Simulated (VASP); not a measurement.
## Ge2H: single point with PBE+D3(BJ)

System: Ge2H, a slab with vacuum.

```
Ge H
1.0
     4.02269    0.00000    0.00000
    -2.01134    3.48375    0.00000
     0.00000    0.00000   17.68426
Ge H
2 1
Cartesian
  0.0000 2.3225 4.6843
  2.0113 1.1613 4.0000
  0.0000 2.3225 5.8643
```

```yaml
Program: VASP 6.6.1
Task: single point
Functional: PBE
Dispersion: D3(BJ)
Potentials_or_basis: VASP PAW PBE potentials, release 64 (Ge_d, H)
Cutoff: 520 eV
k_mesh: 9 × 9 × 1
Occupations: gaussian, width 0.1 eV
Spin: collinear spin
Starting_moments: "[0.0, 0.0, 1.0] μB"
Dipole_correction: yes
Further_INCAR_settings: ALGO = Normal; EDIFF = 1e-06; NBANDS = 26
```

```json
{
  "Largest force": "13.074 eV/Å",
  "Band gap on the k mesh": "0.63 eV (least direct gap 0.78 eV)",
  "Net moment": "1.00 μB per cell",
  "Site moments": "Ge +0.08, +0.37; H +0.04 μB",
  "Valence electrons inside the program's atomic spheres": "Ge 12.84, 12.35; H 0.80",
  "Dispersion energy per atom": "-0.111 eV"
}
```

Forces in eV/Å, atoms in the order of the input:
```
Ge    0.000   0.000 -12.414
Ge    0.000   0.000  -0.661
H     0.000   0.000  13.074
```

Levels at points of the mesh, in eV from the valence-band top:
Spin up:
| k point | band 13 | band 14 | band 15 | band 16 | band 17 | band 18 |
| --- | --- | --- | --- | --- | --- | --- |
| (0.00, 0.00, 0.00) | -0.46 | -0.46 | -0.04 | 0.74 | 3.80 | 3.83 |
Spin down:
```tsv
k point	band 10	band 11	band 12	band 13	band 14	band 15	band 16	band 17	band 18	band 19
(0.00, 0.00, 0.00)	-23.99	-11.66	-6.17	-0.22	-0.22	0.86	1.26	3.94	4.09	4.09
```

Run time: 2.5 min on 1 thread of Intel(R) Xeon(R) 6975P-C (Granite Rapids), on a shared host, peak memory 0.49 GiB.
